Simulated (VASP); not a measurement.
**TiO2: single point with PBE**

The system is TiO2.

```
Ti O
1.0
     2.70603   -2.70666    0.00000
     2.70603    2.70666    0.00000
    -2.63353    0.00000    4.70070
Ti O
2 4
Direct
  0.86589 0.13411 0.75000
  0.13411 0.86589 0.25000
  0.08876 0.33122 0.16715
  0.91124 0.66878 0.83285
  0.66878 0.91124 0.33285
  0.33122 0.08876 0.66715
```

| Item | Value |
| --- | --- |
| Program | VASP 6.6.1 |
| Task | single point |
| Functional | PBE |
| Potentials or basis | VASP PAW PBE potentials, release 64 (Ti_sv, O) |
| Cutoff | 520 eV |
| k mesh | 6 × 6 × 5 |
| Occupations | fermi-dirac, width 0.05 eV |
| Spin | no spin polarisation |
| Dipole correction | no |
| Further INCAR settings | ALGO = Normal; EDIFF = 1e-06; NBANDS = 33 |

- Pressure: 3.5 GPa
- Largest force: 0.274 eV/Å
- Band gap on the k mesh: 2.08 eV (least direct gap 2.40 eV)

Forces on the atoms (eV/Å):
```
Ti   0.000 -0.050  0.000
Ti   0.000  0.050  0.000
O    0.000  0.005  0.274
O    0.000 -0.005 -0.274
O    0.000  0.005 -0.274
O    0.000 -0.005  0.274
```

Stress tensor (GPa, compression positive):
```
 1.56  0.00 -0.04
 0.00  1.52  0.00
-0.04  0.00  7.54
```

Levels at points of the mesh, in eV from the valence-band top:
```tsv
k point	band 21	band 22	band 23	band 24	band 25	band 26	band 27	band 28
(0.00, 0.00, 0.00)	-0.66	-0.64	-0.44	-0.44	2.08	2.88	3.91	3.92
(0.50, 0.00, 0.00)	-1.86	-0.90	-0.78	-0.56	3.26	3.43	3.49	3.76
(0.50, 0.50, 0.00)	-2.14	-1.81	-0.01	0.00	3.34	3.38	3.63	4.00
```

It took 3.6 min on 1 thread of Intel Xeon 8259CL, on a shared host, peak memory 0.24 GiB.

Caveat: the stress differs along the axes, from 2 to 8 GPa. A k mesh can miss the band edges.
